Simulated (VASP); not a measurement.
Input of a VASP 6.6.1 run:

File INCAR:

```
SYSTEM = Zn6S5
PREC = Accurate
ENCUT = 520
EDIFF = 1E-7
ISMEAR = 0
SIGMA = 0.01
LREAL = .FALSE.
LASPH = .TRUE.
NELM = 150
ALGO = Normal
ISIF = 2
LWAVE = .FALSE.
LCHARG = .FALSE.
ISPIN = 2
MAGMOM = 0.75 0 0 0.75 0.75 0.75 0 0 0 0 0
LORBIT = 11
GGA = PE
NBANDS = 66
NELECT = 101.0
```

File KPOINTS:

```
Automatic mesh
0
G
  2 2 2
  0 0 0
```

Contents of POSCAR:

```
Zn6S5
1.0
    0.0000000000      0.0000000000     -6.3046430411
   -5.7661004008     -3.3290596185      0.0000000000
    0.0000000001      6.6581192371      0.0000000000
Zn S
6 5
Direct
    1.0779913326      0.6666666667      0.6666666667
    0.9938540091      1.0000000000      0.3333333333
    0.9938540091      0.3333333333      1.0000000000
    0.4849420247      0.3124880809      0.3124880809
    0.4849420247      0.6666666667      1.0208452524
    0.4849420247      1.0208452524      0.6666666667
    0.6237986928      1.0000000000      0.3333333333
    0.6237986928      0.3333333333      1.0000000000
    0.1188701719      0.3275916703      0.3275916703
    0.1188701719      0.6666666667      1.0057416631
    0.1188701719      1.0057416631      0.6666666667
```

Potentials or basis: VASP PAW PBE potentials, release 64 (Zn, S).

Launch:

```bash
$ cat potpaw_PBE.64/Zn/POTCAR potpaw_PBE.64/S/POTCAR > POTCAR
$ mpirun -np 1 vasp_std > vasp.out
```

Problem. What does it give for the site moments?

Solution. Zn +0.01, +0.00, +0.03; S +0.01 μB.

Problem. Estimate the largest force.

Solution. 0.029 eV/Å.

Forces on the atoms (eV/Å):
```
Zn   0.000  0.000  0.002
Zn   0.000  0.000  0.004
Zn   0.000  0.000  0.004
Zn  -0.010  0.006 -0.019
Zn   0.000 -0.012 -0.019
Zn   0.010  0.006 -0.019
S    0.000  0.000  0.004
S    0.000  0.000  0.004
S   -0.022  0.013  0.013
S    0.000 -0.025  0.013
S    0.022  0.013  0.013
```

Caveat: the k points lie up to 0.54 Å⁻¹ apart; the cell carries a net charge on a neutralising background, which shifts energy and pressure.
